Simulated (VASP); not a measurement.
# Be (P6_3/mmc) in VASP: single point with r2SCAN0

Aim: the single point of Be with r2SCAN0.

All numbers are computed with VASP 6.6.1; they aren't measurements. Logs are shortened: lines on timing, memory, paths and dates and some standing lists are left out, and cuts for length are marked.

## Step 1: The cell of the first run

It takes space group P6_3/mmc (No. 194, hexagonal). The conventional cell has a = 2.285 Å, b = 2.285 Å, c = 3.584 Å, α = 90.00°, β = 90.00°, γ = 120.00°. Within 2.9 Å of Be (site symmetry -6m2) lie 12 Be at 2.23 to 2.29 Å.

## Step 2: Single point, r2SCAN0

File POSCAR:

```
Be
1.0
    2.2853000000      0.0000000000      0.0000000000
   -1.1426500000      1.9791278553      0.0000000000
    0.0000000000      0.0000000000      3.5842000000
Be
2
Direct
    0.6666666667      0.3333333333      0.7500000000
    0.3333333333      0.6666666667      0.2500000000
```

File INCAR.step1:

```
PREC = Accurate
ENCUT = 520
EDIFF = 1E-5
ISMEAR = -1
SIGMA = 0.05
LREAL = F
LASPH = T
NELM = 80
ALGO = Normal
ISIF = 2
LWAVE = T
GGA = PE
NBANDS = 9
```

File INCAR.step2:

```
PREC = Accurate
ENCUT = 520
EDIFF = 1E-6
ISMEAR = -1
SIGMA = 0.05
LREAL = F
LASPH = T
NELM = 80
ALGO = Normal
ISIF = 2
LWAVE = F
LCHARG = T
METAGGA = R2SCAN
LHFCALC = T
AEXX = 0.25
LMIXTAU = T
PRECFOCK = Normal
LELF = T
LVHAR = T
ISTART = 1
NBANDS = 9
```

File KPOINTS:

```
Automatic mesh
0
Gamma
  8 8 4
```

Potentials or basis: VASP PAW PBE potentials, release 64 (Be).

Command:

```bash
> cat potpaw_PBE.64/Be/POTCAR > POTCAR
> cp INCAR.step1 INCAR
> mpirun -np 1 vasp_std > vasp.out
> cp INCAR.step2 INCAR
> mpirun -np 1 vasp_std > vasp.out
```

OUTCAR:

```text
PREC = Accurate
   ENCUT = 520
   EDIFF = 1E-6
   ISMEAR = -1
   LREAL = F
   LASPH = T
   NELM = 80
   ISIF = 2
   METAGGA = R2SCAN
   LHFCALC = T
   AEXX = 0.25
   PRECFOCK = Normal
   ISTART = 1

 ion  position               nearest neighbor table
   1  0.667  0.333  0.750-   2 2.23   2 2.23   2 2.23   2 2.23   2 2.23   2 2.23
   2  0.333  0.667  0.250-   1 2.23   1 2.23   1 2.23   1 2.23   1 2.23   1 2.23

  LATTYP: Found a hexagonal cell.
 ALAT       =     2.2853000000
 C/A-ratio  =     1.5683717674

  Lattice vectors:

 A1 = (   2.2853000000,   0.0000000000,   0.0000000000)
 A2 = (  -1.1426500000,   1.9791278553,   0.0000000000)
 A3 = (   0.0000000000,   0.0000000000,   3.5842000000)

Analysis of symmetry for initial positions (statically):
=====================================================================
 Subroutine PRICEL returns:
 Original cell was already a primitive cell.

 Routine SETGRP: Setting up the symmetry group for a
 hexagonal supercell.

 Subroutine GETGRP returns: Found 24 space group operations
 (whereof 12 operations were pure point group operations)
 out of a pool of 24 trial point group operations.

The static configuration has the point symmetry D_3d.
 The point group associated with its full space group is D_6h.

Analysis of symmetry for dynamics (positions and initial velocities):
=====================================================================
 Subroutine PRICEL returns:
 Original cell was already a primitive cell.

 Routine SETGRP: Setting up the symmetry group for a
 hexagonal supercell.

 Subroutine GETGRP returns: Found 24 space group operations
 (whereof 12 operations were pure point group operations)
 out of a pool of 24 trial point group operations.

The dynamic configuration has the point symmetry D_3d.
 The point group associated with its full space group is D_6h.

 Subroutine INISYM returns: Found 24 space group operations
 (whereof 12 operations are pure point group operations),
 and found     1 'primitive' translations

----------------------------------------------------------------------------------------

                                     Primitive cell

  volume of cell :      16.2110

  direct lattice vectors                    reciprocal lattice vectors
     2.285300000  0.000000000  0.000000000     0.437579311  0.252636533  0.000000000
[... 93 lines left out ...]
   ISYM   =      3    0-nonsym 1-usesym 2-fastsym
   POTIM  = 0.5000    time-step for ionic-motion
   TEBEG  =    0.0;   TEEND  =   0.0 temperature during run
   PSTRESS=    0.0 pullay stress
   NELECT =       4.0000    total number of electrons
   NUPDOWN=      -1.0000    fix difference up-down
   EMIN   =  10.00;   EMAX   =-10.00  energy-range for DOS
   EFERMI =   0.00;   METHOD = LEGACY
   ISMEAR =    -1;   SIGMA  =   0.05  broadening in eV -4-tet -1-fermi 0-gaus
   EFERMI_NEDOS =   21; number of points for ismear=-14 and -15
   IALGO  =     38    algorithm
   IMIX   =      1    mixing-type and parameters
     AMIX     =   0.40;   BMIX     =  1.00
     AMIX_MAG =   1.60;   BMIX_MAG =  1.00
  volume/ion in A,a.u.               =       8.11        54.70
  Fermi-wavevector in a.u.,A,eV,Ry     =   1.026814  1.940397 14.345258  1.054347
  Thomas-Fermi vector in A             =   2.160726
   LORBIT       =      0    0 simple, 1 ext, 2 COOP (PROOUT), +10 PAW based schemes
   METAGGA = R2SCAN    functional components
   LHFCALC =     T    Hartree Fock is set to
   PRECFOCK=normal    Normal, Fast or Accurate (Low or Medium for compatibility)
   ENCUT4O =  -1.0   cutoff for four orbital integrals eV
   NKREDX  =     1    reduce k-point grid by
   NKREDY  =     1    reduce k-point grid by
   NKREDZ  =     1    reduce k-point grid by
   AEXX    =    0.2500 exact exchange contribution
   HFSCREEN=    0.0000 screening length (either q_TF or 0.3 A-1)
   HFSCREENC=   0.0000 screening length for correlation (either q_TF or 0.3 A-1)
   ENCUTFOCK=  -1.0 apply spherical cutoff to Coloumb kernel
   IVDW    =     0    specifies the selected vdW correction
   LEPSILON=     F    determine dielectric tensor
   LRPA    =     F    only Hartree local field effects (RPA)
 non-spin polarized calculation
  energy-cutoff  :      520.00
  volume of cell :       16.21
 maximum number of plane-waves:       448
 NGX is ok and might be reduce to    18
  NGX = 14; NGY = 14; NGZ = 20

 number of electron       4.0000000 magnetization

 Free energy of the ion-electron system (eV)
  ---------------------------------------------------
  ext. energy  EPLUGINS =         0.00000000
  ---------------------------------------------------
  free energy    TOTEN  =        -8.56483086 eV

  energy without entropy =       -8.56477747  energy(sigma->0) =       -8.56480416

 E-fermi :   7.7777     XC(G=0):  -8.5849

 val. band max:        7.4492976095   @ k =   0.3750   0.0000   0.0000
 cond. band min:       8.1546816422   @ k =   0.3750   0.2500   0.2500
 fundamental gap:      0.7053840327
 Fermi energy:         7.7776811755

 k-point     1 :       0.0000    0.0000    0.0000
  band No.  band energies     occupation
      1      -6.8979      2.00000
      2       1.2945      2.00000
      3       8.5812      0.00000
      4      24.9547      0.00000
      5      24.9547      0.00000
      6      27.9314      0.00000
      7      27.9314      0.00000
      8      30.3070      0.00000
      9      35.8309      0.00000
[... 265 lines left out ...]
 k-point    24 :       0.3750    0.0000    0.5000
  band No.  band energies     occupation
      1       0.2775      2.00000
      2       0.2775      2.00000
      3      11.9308      0.00000
      4      11.9308      0.00000
      5      21.2621      0.00000
      6      21.2621      0.00000
      7      23.0697      0.00000
      8      23.0697      0.00000
      9      29.4369      0.00000

 [... further k-points ...]
[... 5 lines left out ...]
  --------------------------------------------------------------------------------------
  -------------------------------------------------------------------------------------
  Total       -0.6856977     -0.6856977      0.3417753      0.0000000      0.0000000      0.0000000
  in kB      -67.7694534    -67.7694534     33.7786264      0.0000000      0.0000000      0.0000000
  external PRESSURE =     -33.9200935 kB  Pullay stress =       0.0000000 kB

 VOLUME and BASIS-vectors are now :
 -----------------------------------------------------------------------------
  energy-cutoff  :      520.00
  volume of cell :       16.21
      direct lattice vectors                 reciprocal lattice vectors
     2.285300000  0.000000000  0.000000000     0.437579311  0.252636533  0.000000000
    -1.142650000  1.979127855  0.000000000     0.000000000  0.505273066  0.000000000
     0.000000000  0.000000000  3.584200000     0.000000000  0.000000000  0.279002288

 POSITION                                       TOTAL-FORCE (eV/Angst)
 -----------------------------------------------------------------------------------
      1.14265      0.65971      2.68815        -0.000000      0.000000      0.000000
     -0.00000      1.31942      0.89605         0.000000     -0.000000     -0.000000
 -----------------------------------------------------------------------------------
    total drift:                               -0.000000     -0.000000     -0.000000

  FREE ENERGIE OF THE ION-ELECTRON SYSTEM (eV)
  ---------------------------------------------------
  free  energy   TOTEN  =        -8.5648308573 eV

  energy  without entropy=       -8.5647774723  energy(sigma->0) =       -8.56480416
```

OUTCAR.step1:

```text
PREC = Accurate
   ENCUT = 520
   EDIFF = 1E-5
   ISMEAR = -1
   LREAL = F
[... 513 lines left out ...]
      1.14265      0.65971      2.68815         0.000000     -0.000000      0.000000
     -0.00000      1.31942      0.89605        -0.000000      0.000000      0.000000
 -----------------------------------------------------------------------------------
    total drift:                                0.000000     -0.000000      0.000000

  FREE ENERGIE OF THE ION-ELECTRON SYSTEM (eV)
  ---------------------------------------------------
  free  energy   TOTEN  =        -7.4901048805 eV

  energy  without entropy=       -7.4847509150  energy(sigma->0) =       -7.48742790
```

OSZICAR.step1:

```text
N       E                     dE             d eps       ncg     rms          rms(c)
DAV:   1    -0.334709002279E+01   -0.33471E+01   -0.15937E+03   548   0.349E+02
DAV:   2    -0.751536947713E+01   -0.41683E+01   -0.41437E+01   844   0.521E+01
DAV:   3    -0.755099708076E+01   -0.35628E-01   -0.35529E-01   598   0.329E+00
DAV:   4    -0.755105149307E+01   -0.54412E-04   -0.54411E-04   665   0.144E-01
DAV:   5    -0.755105151889E+01   -0.25822E-07   -0.26570E-07   623   0.303E-03    0.120E+00
DAV:   6    -0.750775218898E+01    0.43299E-01   -0.54329E-03   613   0.719E-01    0.732E-01
DAV:   7    -0.749012448300E+01    0.17628E-01   -0.60189E-03   593   0.749E-01    0.267E-02
DAV:   8    -0.749010596886E+01    0.18514E-04   -0.14080E-05   586   0.310E-02    0.896E-03
DAV:   9    -0.749010488045E+01    0.10884E-05   -0.25410E-06   424   0.139E-02
   1 F= -.74901049E+01 E0= -.74874279E+01  d E =-.535397E-02
```

Wall time 7.4 min (1 thread of Intel Xeon 8259CL, shared host); peak memory 0.13 GiB.

Results:

```
Free energy            : -8.5648 eV
Pressure               : -3.4 GPa
Band gap on the k mesh : zero (bands 2 and 3 overlap by 0.73 eV)
```

Levels at points of the mesh, in eV from the Fermi level:
```csv
k point,band 1,band 2,band 3,band 4,band 5,band 6,band 7
"(0.00, 0.00, 0.00)",-14.68,-6.48,0.80,17.18,17.18,20.15,20.15
"(0.50, 0.00, 0.00)",-7.16,-5.06,3.71,6.61,7.13,10.15,10.50
"(0.00, 0.00, 0.50)",-12.13,-12.13,11.46,11.46,18.95,18.95,18.95
"(0.50, 0.00, 0.50)",-5.52,-5.52,1.19,1.19,12.93,12.93,16.57
```

Caveat: the k points lie up to 0.44 Å⁻¹ apart, too coarse for converged energies and pressures of a metal; the PAW data sets were made with another functional, which shifts forces and pressure a little.
